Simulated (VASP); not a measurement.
# Si18HC18 (a cell with a defect): single point with PBE

System: Si18HC18 (a cell with a defect).

```
Si C H
1.0
     0.00000    5.35539    5.07429
    -4.63790   -2.67770    5.07429
     4.63790   -2.67770    5.07429
Si C H
18 18 1
Cartesian
  -1.5499 -0.8787 7.6067
  -3.0932 1.7898 7.5888
  1.5286 -0.8787 7.6067
  -0.0106 1.8001 2.5608
  -0.0107 1.7874 7.6067
  -0.0106 -3.5494 7.5888
  -1.5609 -0.8850 2.5609
  3.0720 1.7898 7.5888
  1.5398 -0.8850 2.5607
  -0.0107 -1.7712 10.1328
  -1.5533 0.9006 10.1329
  -1.5479 0.8973 5.0558
  1.5267 0.8973 5.0558
  1.5320 0.9006 10.1329
  -3.1978 -1.8299 5.1029
  -0.0105 -1.7649 5.0558
  -0.0106 3.6888 5.1025
  3.1767 -1.8300 5.1030
  -1.5524 -0.8801 9.5144
  -3.0586 1.7694 9.4643
  1.5312 -0.8801 9.5144
  -0.0106 1.8239 4.4569
  -0.0106 1.7903 9.5143
  -0.0106 -3.5090 9.4641
  -1.5816 -0.8971 4.4568
  3.0373 1.7694 9.4643
  1.5606 -0.8972 4.4568
  -0.0106 -1.7688 6.9608
  -1.5511 0.8994 6.9608
  3.0681 -1.7675 7.0095
  -3.0895 -1.7675 7.0095
  1.5299 0.8995 6.9608
  1.5359 0.9029 12.0396
  -0.0107 3.5651 7.0091
  -0.0106 -1.7757 12.0395
  -1.5571 0.9029 12.0395
  -0.0106 0.0106 0.6295
```

This cell differs from its parent crystal: with an interstitial atom, then relaxed in part.

```
Program                : VASP 6.6.1
Task                   : single point
Functional             : PBE
Potentials or basis    : VASP PAW PBE potentials, release 64 (Si, C, H)
Cutoff                 : 520 eV
k mesh                 : 2 × 2 × 2, shifted
Occupations            : gaussian, width 0.01 eV
Spin                   : no spin polarisation
Dipole correction      : no
Charge                 : -1
Further INCAR settings : LREAL = Auto; ALGO = Normal; EDIFF = 1e-07; NBANDS = 96; NELECT = 146.0
```

The largest force is 0.017 eV/Å.

Forces in eV/Å, atoms in the order of the input:
```
Si  -0.001  0.000  0.001
Si  -0.003  0.000  0.004
Si   0.002  0.002  0.003
Si  -0.002  0.003 -0.003
Si   0.003  0.002  0.001
Si  -0.002 -0.004  0.001
Si  -0.002 -0.001 -0.005
Si   0.001  0.001  0.003
Si  -0.002 -0.001 -0.004
Si   0.002 -0.006 -0.001
Si  -0.010  0.008 -0.005
Si  -0.004  0.004  0.002
Si   0.004  0.003  0.002
Si   0.008  0.005 -0.004
Si  -0.006 -0.007  0.005
Si   0.001 -0.003  0.001
Si  -0.001  0.016  0.005
Si   0.005 -0.008  0.003
C    0.006  0.004 -0.001
C   -0.005  0.003 -0.006
C   -0.007  0.002  0.002
C    0.004 -0.010 -0.001
C   -0.006 -0.005  0.002
C    0.003 -0.006 -0.002
C    0.002 -0.001  0.002
C    0.003  0.002 -0.002
C   -0.001  0.001  0.002
C   -0.001  0.004  0.000
C   -0.003  0.000 -0.003
C    0.004  0.001 -0.007
C    0.004  0.000 -0.003
C    0.000 -0.003  0.002
C   -0.005  0.000 -0.002
C    0.002 -0.002 -0.001
C    0.001  0.000  0.000
C    0.008 -0.003  0.003
H   -0.001 -0.002  0.006
```

Levels at points of the mesh, in eV from the Fermi level:
| k point | band 70 | band 71 | band 72 | band 73 | band 74 | band 75 | band 76 | band 77 |
| --- | --- | --- | --- | --- | --- | --- | --- | --- |
| (0.25, 0.25, 0.25) | -1.37 | -0.64 | -0.64 | -0.54 | 2.79 | 2.85 | 2.85 | 2.98 |

It took 2.6 min on 1 thread of Intel(R) Xeon(R) 6975P-C (Granite Rapids), with other jobs on the host, peak memory 0.45 GiB.

Caveat: the cell carries a net charge on a neutralising background, which shifts energy and pressure; the cell differs from its parent crystal (with an interstitial atom, then relaxed in part); the cell is charged against a uniform background, so pressure and absolute levels hang on convention.
